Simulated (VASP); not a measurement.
# MgO (P6_3/mmc) in VASP: notebook

The runs below take MgO through single point, with r2SCAN.

All numbers are computed with VASP 6.6.1; they aren't measurements. Logs are shortened: lines on timing, memory, paths and dates and some standing lists are left out, and cuts for length are marked.

### 1 The cell of the first run

Symmetry: P6_3/mmc, No. 194, hexagonal system. The conventional cell has a = 3.484 Å, b = 3.484 Å, c = 4.102 Å, α = 90.00°, β = 90.00°, γ = 120.00°. Within 2.7 Å of Mg (site symmetry -6m2) lie 5 O at 2.01 to 2.05 Å. O (site symmetry -6m2) has 5 Mg at 2.01 to 2.05 Å within 2.7 Å.

### 2 Single point, r2SCAN (strain -0.0200 x Voigt [0, 0, 1, 0, 0, 0])

File POSCAR:

```
MgO
1.0
    3.4841042127      0.0000000000      0.0000000000
   -1.7420521064      3.0173227576      0.0000000000
    0.0000000000      0.0000000000      4.1019738438
Mg O
2 2
Direct
    0.6666666667      0.3333333333      0.7500000000
    0.3333333333      0.6666666667      0.2500000000
    0.6666666667      0.3333333333      0.2500000000
    0.3333333333      0.6666666667      0.7500000000
```

File INCAR.step1:

```
PREC = Accurate ; ENCUT = 520
ISMEAR = 0 ; SIGMA = 0.05
LREAL = F ; LASPH = T
NELM = 60 ; NBANDS = 16
GGA = PE ; ALGO = Normal
EDIFF = 1E-4 ; LWAVE = T
LCHARG = F
```

File INCAR.step2:

```
PREC = Accurate ; ENCUT = 520
EDIFF = 1E-6 ; ISMEAR = 0
SIGMA = 0.05 ; LREAL = F
LASPH = T ; NELM = 60
ALGO = Normal ; ISIF = 2
LWAVE = F ; LCHARG = F
METAGGA = R2SCAN ; LMIXTAU = T
NBANDS = 16 ; ISTART = 1
```

File KPOINTS:

```
Automatic mesh
0
Gamma
  6 6 6
```

Potentials or basis: VASP PAW PBE potentials, release 64 (Mg, O).

Command:

```sh
> cat potpaw_PBE.64/Mg/POTCAR potpaw_PBE.64/O/POTCAR > POTCAR
> cp INCAR.step1 INCAR
> mpirun -np 1 vasp_std > vasp.out
> cp INCAR.step2 INCAR
> mpirun -np 1 vasp_std > vasp.out
```

OUTCAR:

```text
PREC = Accurate
   ENCUT = 520
   EDIFF = 1E-6
   ISMEAR = 0
   LREAL = F
   LASPH = T
   NELM = 60
   ISIF = 2
   METAGGA = R2SCAN
   ISTART = 1

 ion  position               nearest neighbor table
   1  0.667  0.333  0.750-   4 2.01   4 2.01   4 2.01   3 2.05   3 2.05   2 2.87   2 2.87   2 2.87
                             2 2.87   2 2.87   2 2.87
   2  0.333  0.667  0.250-   3 2.01   3 2.01   3 2.01   4 2.05   4 2.05   1 2.87   1 2.87   1 2.87
                             1 2.87   1 2.87   1 2.87
   3  0.667  0.333  0.250-   2 2.01   2 2.01   2 2.01   1 2.05   1 2.05
   4  0.333  0.667  0.750-   1 2.01   1 2.01   1 2.01   2 2.05   2 2.05

  LATTYP: Found a hexagonal cell.
 ALAT       =     3.4841042127
 C/A-ratio  =     1.1773395953

  Lattice vectors:

 A1 = (   3.4841042127,   0.0000000000,   0.0000000000)
 A2 = (  -1.7420521064,   3.0173227576,   0.0000000000)
 A3 = (   0.0000000000,   0.0000000000,   4.1019738438)

Analysis of symmetry for initial positions (statically):
=====================================================================
 Subroutine PRICEL returns:
 Original cell was already a primitive cell.

 Routine SETGRP: Setting up the symmetry group for a
 hexagonal supercell.

 Subroutine GETGRP returns: Found 24 space group operations
 (whereof 12 operations were pure point group operations)
 out of a pool of 24 trial point group operations.

The static configuration has the point symmetry D_3d.
 The point group associated with its full space group is D_6h.

Analysis of symmetry for dynamics (positions and initial velocities):
=====================================================================
 Subroutine PRICEL returns:
 Original cell was already a primitive cell.

 Routine SETGRP: Setting up the symmetry group for a
 hexagonal supercell.

 Subroutine GETGRP returns: Found 24 space group operations
 (whereof 12 operations were pure point group operations)
 out of a pool of 24 trial point group operations.

The dynamic configuration has the point symmetry D_3d.
 The point group associated with its full space group is D_6h.

 Subroutine INISYM returns: Found 24 space group operations
 (whereof 12 operations are pure point group operations),
 and found     1 'primitive' translations

----------------------------------------------------------------------------------------

                                     Primitive cell

  volume of cell :      43.1227

  direct lattice vectors                    reciprocal lattice vectors
     3.484104213  0.000000000  0.000000000     0.287017821  0.165709816  0.000000000
    -1.742052106  3.017322758  0.000000000     0.000000000  0.331419633  0.000000000
     0.000000000  0.000000000  4.101973844     0.000000000  0.000000000  0.243785075

  length of vectors
     3.484104213  3.484104213  4.101973844     0.331419633  0.331419633  0.243785075

  position of ions in fractional coordinates (direct lattice)
     0.666666667  0.333333333  0.750000000
     0.333333333  0.666666667  0.250000000
     0.666666667  0.333333333  0.250000000
     0.333333333  0.666666667  0.750000000

  ion indices of the primitive-cell ions
   primitive index   ion index
                 1           1
                 2           2
                 3           3
                 4           4

----------------------------------------------------------------------------------------

 KPOINTS: Automatic mesh

Automatic generation of k-mesh.
 Grid dimensions read from file:
 generate k-points for:    6    6    6

 Generating k-lattice:

  Cartesian coordinates                     Fractional coordinates (reciprocal lattice)
     0.047836304  0.027618303  0.000000000     0.166666667 -0.000000000  0.000000000
     0.000000000  0.055236605  0.000000000     0.000000000  0.166666667  0.000000000
     0.000000000  0.000000000  0.040630846     0.000000000  0.000000000  0.166666667

  Length of vectors
     0.055236605  0.055236605  0.040630846

  Shift w.r.t. Gamma in fractional coordinates (k-lattice)
     0.000000000  0.000000000  0.000000000

 Subroutine IBZKPT returns following result:
 ===========================================

 Found     28 irreducible k-points:

 Following reciprocal coordinates:
            Coordinates               Weight
  0.000000  0.000000  0.000000      1.000000
  0.166667  0.000000  0.000000      6.000000
  0.333333  0.000000  0.000000      6.000000
  0.500000  0.000000  0.000000      3.000000
  0.166667  0.166667  0.000000      6.000000
  0.333333  0.166667  0.000000     12.000000
[... 16 lines left out ...]
  0.166667  0.000000  0.500000      6.000000
  0.333333  0.000000  0.500000      6.000000
 [... further k-points ...]
   k-points           NKPTS =     28   k-points in BZ     NKDIM =     28   number of bands    NBANDS=     16
   number of dos      NEDOS =    301   number of ions     NIONS =      4
   total plane-waves  NPLWV =  25088
   dimension x,y,z NGX =    28 NGY =   28 NGZ =   32
   dimension x,y,z NGXF=    56 NGYF=   56 NGZF=   64
   ions per type =               2   2
   NGX,Y,Z   is equivalent  to a cutoff of  13.36, 13.36, 12.97 a.u.
   NGXF,Y,Z  is equivalent  to a cutoff of  26.72, 26.72, 25.94 a.u.
 SYSTEM =  unknown system
   PREC   = accura    normal or accurate (medium, high low for compatibility)
   ISTART =      1    job   : 0-new  1-cont  2-samecut
   ICHARG =      0    charge: 1-file 2-atom 10-const
   ISPIN  =      1    spin polarized calculation?
   LNONCOLLINEAR =      F non collinear calculations
   LSORBIT =      F    spin-orbit coupling
   LASPH  =      T    aspherical Exc in radial PAW
   ENCUT  =  520.0 eV  38.22 Ry    6.18 a.u.   6.48  6.48  7.63*2*pi/ulx,y,z
   NELM   =     60;   NELMIN=  2; NELMDL=  0     # of ELM steps
   EDIFF  = 0.1E-05   stopping-criterion for ELM
   LREAL  =      F    real-space projection
   EDIFFG = 0.1E-04   stopping-criterion for IOM
   NSW    =      0    number of steps for IOM
   IBRION =     -1    ionic relax: 0-MD 1-quasi-New 2-CG
   NFREE  =      0    steps in history (QN), initial steepest desc. (CG)
   ISIF   =      2    stress and relaxation
   ISYM   =      2    0-nonsym 1-usesym 2-fastsym
   POTIM  = 0.5000    time-step for ionic-motion
   TEBEG  =    0.0;   TEEND  =   0.0 temperature during run
   PSTRESS=    0.0 pullay stress
   NELECT =      16.0000    total number of electrons
   NUPDOWN=      -1.0000    fix difference up-down
   EMIN   =  10.00;   EMAX   =-10.00  energy-range for DOS
   EFERMI =   0.00;   METHOD = LEGACY
   ISMEAR =     0;   SIGMA  =   0.05  broadening in eV -4-tet -1-fermi 0-gaus
   EFERMI_NEDOS =   21; number of points for ismear=-14 and -15
   IALGO  =     38    algorithm
   IMIX   =      4    mixing-type and parameters
     AMIX     =   0.40;   BMIX     =  1.00
     AMIX_MAG =   1.60;   BMIX_MAG =  1.00
  volume/ion in A,a.u.               =      10.78        72.75
  Fermi-wavevector in a.u.,A,eV,Ry     =   1.176376  2.223029 18.828571  1.383861
  Thomas-Fermi vector in A             =   2.312741
   LORBIT       =      0    0 simple, 1 ext, 2 COOP (PROOUT), +10 PAW based schemes
   METAGGA = R2SCAN    functional components
   LHFCALC =     F    Hartree Fock is set to
   AEXX    =    0.0000 exact exchange contribution
   IVDW    =     0    specifies the selected vdW correction
   LEPSILON=     F    determine dielectric tensor
   LRPA    =     F    only Hartree local field effects (RPA)
 non-spin polarized calculation
 Gauss-broadening in eV      SIGMA  =   0.05
  energy-cutoff  :      520.00
  volume of cell :       43.12
 maximum number of plane-waves:      1191
 NGX is ok and might be reduce to    28
   NGX = 13   NGY = 13   NGZ = 15

 number of electron      16.0000003 magnetization

 Free energy of the ion-electron system (eV)
  ---------------------------------------------------
  ext. energy  EPLUGINS =         0.00000000
  ---------------------------------------------------
  free energy    TOTEN  =       -32.05785754 eV

  energy without entropy =      -32.05785754  energy(sigma->0) =      -32.05785754

 E-fermi :   2.0164     XC(G=0): -10.6513

 val. band max:        1.6906079100   @ k =   0.0000   0.0000   0.0000
 cond. band min:       5.8950683274   @ k =   0.0000   0.0000   0.0000
 fundamental gap:      4.2044604175
 Fermi energy:         2.0164398087

 k-point     1 :       0.0000    0.0000    0.0000
  band No.  band energies     occupation
      1     -16.2689      2.00000
      2     -14.8215      2.00000
      3      -1.9921      2.00000
      4      -0.1197      2.00000
      5      -0.1197      2.00000
      6       0.8797      2.00000
[... 8 lines left out ...]
     15      18.4956      0.00000
     16      18.7152      0.00000

 k-point     2 :       0.1667    0.0000    0.0000
  band No.  band energies     occupation
      1     -16.1360      2.00000
      2     -14.8531      2.00000
      3      -1.7783      2.00000
      4      -0.5458      2.00000
      5      -0.3204      2.00000
      6       0.3838      2.00000
[... 8 lines left out ...]
     15      17.6744      0.00000
     16      17.7951      0.00000

 k-point     3 :       0.3333    0.0000    0.0000
  band No.  band energies     occupation
      1     -15.8107      2.00000
      2     -14.9711      2.00000
      3      -1.4795      2.00000
      4      -1.2103      2.00000
      5      -0.6237      2.00000
      6      -0.0673      2.00000
[... 8 lines left out ...]
     15      16.9202      0.00000
     16      17.8629      0.00000

 k-point     4 :       0.5000    0.0000    0.0000
  band No.  band energies     occupation
      1     -15.5690      2.00000
      2     -15.1074      2.00000
      3      -1.9055      2.00000
      4      -0.7499      2.00000
      5      -0.7236      2.00000
      6      -0.2123      2.00000
[... 8 lines left out ...]
     15      17.5835      0.00000
     16      18.0643      0.00000
[... 324 lines left out ...]
 k-point    22 :       0.0000    0.0000    0.5000
  band No.  band energies     occupation
      1     -15.5399      2.00000
      2     -15.5399      2.00000
      3      -0.7500      2.00000
      4      -0.7500      2.00000
      5       0.3587      2.00000
      6       0.3587      2.00000
[... 8 lines left out ...]
     15      19.2432      0.00000
     16      19.2432      0.00000

 k-point    23 :       0.1667    0.0000    0.5000
  band No.  band energies     occupation
      1     -15.4732      2.00000
      2     -15.4732      2.00000
      3      -1.2593      2.00000
      4      -1.2593      2.00000
      5       0.2958      2.00000
      6       0.2958      2.00000
[... 8 lines left out ...]
     15      18.8994      0.00000
     16      18.8994      0.00000

 k-point    24 :       0.3333    0.0000    0.5000
  band No.  band energies     occupation
      1     -15.3364      2.00000
      2     -15.3364      2.00000
      3      -1.9602      2.00000
      4      -1.9602      2.00000
      5       0.1743      2.00000
      6       0.1743      2.00000
[... 8 lines left out ...]
     15      18.1352      0.00000
     16      18.1352      0.00000

 [... further k-points ...]
[... 5 lines left out ...]
  --------------------------------------------------------------------------------------
  -------------------------------------------------------------------------------------
  Total        0.2589787      0.2589787      1.4040559     -0.0000000      0.0000000      0.0000000
  in kB        9.6220782      9.6220782     52.1661980     -0.0000000      0.0000000      0.0000000
  external PRESSURE =      23.8034514 kB  Pullay stress =       0.0000000 kB

 VOLUME and BASIS-vectors are now :
 -----------------------------------------------------------------------------
  energy-cutoff  :      520.00
  volume of cell :       43.12
      direct lattice vectors                 reciprocal lattice vectors
     3.484104213  0.000000000  0.000000000     0.287017821  0.165709816  0.000000000
    -1.742052106  3.017322758  0.000000000     0.000000000  0.331419633  0.000000000
     0.000000000  0.000000000  4.101973844     0.000000000  0.000000000  0.243785075

 POSITION                                       TOTAL-FORCE (eV/Angst)
 -----------------------------------------------------------------------------------
      1.74205      1.00577      3.07648        -0.000000      0.000000      0.000000
     -0.00000      2.01155      1.02549         0.000000     -0.000000      0.000000
      1.74205      1.00577      1.02549        -0.000000     -0.000000      0.000000
     -0.00000      2.01155      3.07648        -0.000000      0.000000      0.000000
 -----------------------------------------------------------------------------------
    total drift:                               -0.000000      0.000000     -0.000000

  FREE ENERGIE OF THE ION-ELECTRON SYSTEM (eV)
  ---------------------------------------------------
  free  energy   TOTEN  =       -32.0578575359 eV

  energy  without entropy=      -32.0578575359  energy(sigma->0) =      -32.05785754
```

Wall time 50 s (1 thread of Intel Xeon Platinum 8375C at 2.90GHz (Ice Lake), shared host); peak memory 0.17 GiB.

What came out:

| Item | Value |
| --- | --- |
| Free energy | -32.0579 eV |
| Pressure | 2.4 GPa |
| Band gap on the k mesh | 4.20 eV |

Stress tensor (GPa, compression positive):
```
0.96 0.00 0.00
0.00 0.96 0.00
0.00 0.00 5.22
```

Caveat: the cell differs from its parent crystal (strain -0.0200 x Voigt [0, 0, 1, 0, 0, 0]); the PAW data sets were made with another functional, which shifts forces and pressure a little.

### 3 Single point, r2SCAN (strain -0.0100 x Voigt [0, 0, 1, 0, 0, 0])

POSCAR, as its differences from that of step 2:

```diff
@@ -4,3 +4,3 @@
    -1.7420521064      3.0173227576      0.0000000000
-    0.0000000000      0.0000000000      4.1019738438
+    0.0000000000      0.0000000000      4.1438307197
 Mg O
```

File INCAR.step1:

```
SYSTEM = MgO
PREC = Accurate
ENCUT = 520
ISMEAR = 0
SIGMA = 0.05
LREAL = .False.
LASPH = .True.
NELM = 60
NBANDS = 16
GGA = PE
ALGO = Normal
EDIFF = 1E-4
LWAVE = .True.
LCHARG = .False.
```

File INCAR.step2:

```
SYSTEM = MgO
PREC = Accurate
ENCUT = 520
EDIFF = 1E-6
ISMEAR = 0
SIGMA = 0.05
LREAL = .False.
LASPH = .True.
NELM = 60
ALGO = Normal
ISIF = 2
LWAVE = .False.
LCHARG = .False.
METAGGA = R2SCAN
LMIXTAU = .True.
NBANDS = 16
ISTART = 1
```

File KPOINTS:

```
Automatic mesh
0
Gamma
  6 6 6
  0 0 0
```

Potentials or basis: VASP PAW PBE potentials, release 64 (Mg, O).

Command:

```sh
> cat potpaw_PBE.64/Mg/POTCAR potpaw_PBE.64/O/POTCAR > POTCAR
> cp INCAR.step1 INCAR
> mpirun -np 1 vasp_std > vasp.out
> cp INCAR.step2 INCAR
> mpirun -np 1 vasp_std > vasp.out
```

Wall time 63 s (1 thread of Intel Xeon Platinum 8375C at 2.90GHz (Ice Lake), shared host); peak memory 0.18 GiB.

It converged, with:

| Quantity | Value |
| --- | --- |
| Free energy | -32.0681 eV |
| Pressure | 0.7 GPa |
| Band gap on the k mesh | 4.14 eV |

Stress tensor (GPa, compression positive):
```
0.13 0.00 0.00
0.00 0.13 0.00
0.00 0.00 1.92
```

Levels at points of the mesh, in eV from the valence-band top:
| k point | band 5 | band 6 | band 7 | band 8 | band 9 | band 10 | band 11 | band 12 |
| --- | --- | --- | --- | --- | --- | --- | --- | --- |
| (0.00, 0.00, 0.00) | -1.79 | -0.82 | -0.82 | 0.00 | 4.14 | 10.52 | 13.35 | 13.48 |
| (0.50, 0.00, 0.00) | -2.41 | -1.94 | -1.31 | -0.51 | 7.68 | 10.14 | 10.74 | 13.41 |
| (0.00, 0.00, 0.50) | -1.33 | -1.33 | -1.33 | -1.33 | 7.21 | 7.21 | 13.86 | 13.86 |
| (0.50, 0.00, 0.50) | -1.57 | -1.57 | -0.82 | -0.82 | 8.08 | 8.08 | 13.16 | 13.16 |

Caveat: the cell differs from its parent crystal (strain -0.0100 x Voigt [0, 0, 1, 0, 0, 0]); the PAW data sets were made with another functional, which shifts forces and pressure a little.

[end of part 1 of 2]
